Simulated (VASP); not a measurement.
Wanted: the native input for a VASP 6.6.1 run.

```yaml
Task: relaxation of the atoms
Functional: r2SCAN
Potentials_or_basis: VASP PAW PBE potentials, release 64 (Os, Si, La)
Cutoff: 580 eV
k_mesh: 7 × 7 × 7
Occupations: fermi-dirac, width 0.1 eV
Spin: no spin polarisation
Dipole_correction: no
Further_INCAR_settings: ALGO = Normal; EDIFF = 1e-07; IBRION = 2; EDIFFG = -0.01; NSW = 80
```

LaSi2Os2:

```
Os Si La
1.0
     0.00000    4.24047    0.00000
     4.24047    0.00000    0.00000
     2.12024    2.12024   -5.07953
Os Si La
2 2 1
Direct
  0.75000 0.25000 0.50000
  0.25000 0.75000 0.50000
  0.37500 0.37500 0.25000
  0.62500 0.62500 0.75000
  0.00000 0.00000 0.00000
```

One way to write it, as run:

POSCAR

```
LaSi2Os2
1.0
    0.0000000000      4.2404730000      0.0000000000
    4.2404730000      0.0000000000      0.0000000000
    2.1202360000      2.1202360000     -5.0795300000
Os Si La
2 2 1
Direct
    0.7500000000      0.2500000000      0.5000000000
    0.2500000000      0.7500000000      0.5000000000
    0.3750000000      0.3750000000      0.2500000000
    0.6250000000      0.6250000000      0.7500000000
    0.0000000000      0.0000000000      0.0000000000
```

INCAR.step1

```
SYSTEM = LaSi2Os2
  ALGO = Normal
  EDIFF = 1E-5
  EDIFFG = -0.01
  ENCUT = 580
  GGA = PE
  GGA_COMPAT = .False.
  IBRION = 2
  ISMEAR = -1
  KPAR = 4
  LASPH = .True.
  LCHARG = .False.
  LMAXMIX = 6
  LREAL = .False.
  LWAVE = .True.
  NELM = 200
  NELMIN = 4
  NSW = 100
  PREC = Accurate
  SIGMA = 0.1
```

INCAR.step2

```
SYSTEM = LaSi2Os2
  ALGO = Normal
  EDIFF = 1E-7
  EDIFFG = -0.01
  ENCUT = 580
  GGA_COMPAT = .False.
  IBRION = 2
  ISIF = 2
  ISMEAR = -1
  ISTART = 1
  KPAR = 4
  LASPH = .True.
  LCHARG = .False.
  LMAXMIX = 6
  LMIXTAU = .True.
  LREAL = .False.
  LWAVE = .False.
  METAGGA = R2SCAN
  NELM = 200
  NELMIN = 4
  NSW = 80
  PREC = Accurate
  SIGMA = 0.1
```

KPOINTS

```
k-points
0
Gamma
  7 7 7
  0 0 0
```

Potentials or basis: VASP PAW PBE potentials, release 64 (Os, Si, La).

Launch:

```bash
$ cat potpaw_PBE.64/Os/POTCAR potpaw_PBE.64/Si/POTCAR potpaw_PBE.64/La/POTCAR > POTCAR
$ cp INCAR.step1 INCAR
$ mpirun -np 4 vasp_std > vasp.out
$ cp INCAR.step2 INCAR
$ mpirun -np 4 vasp_std > vasp.out
```

It gave:

```json
{
  "Energy gained by relaxing": "50.8 meV/atom",
  "Ionic steps": "4",
  "Pressure after relaxing": "-1.9 GPa"
}
```

Caveat: the PAW data sets were made with another functional, which shifts forces and pressure a little.

Run time: 14 min on 4 MPI ranks on Intel(R) Xeon(R) Platinum 8259CL CPU @ 2.50GHz (Skylake/Cascade Lake), on a shared host, peak memory 0.34 GiB a rank.
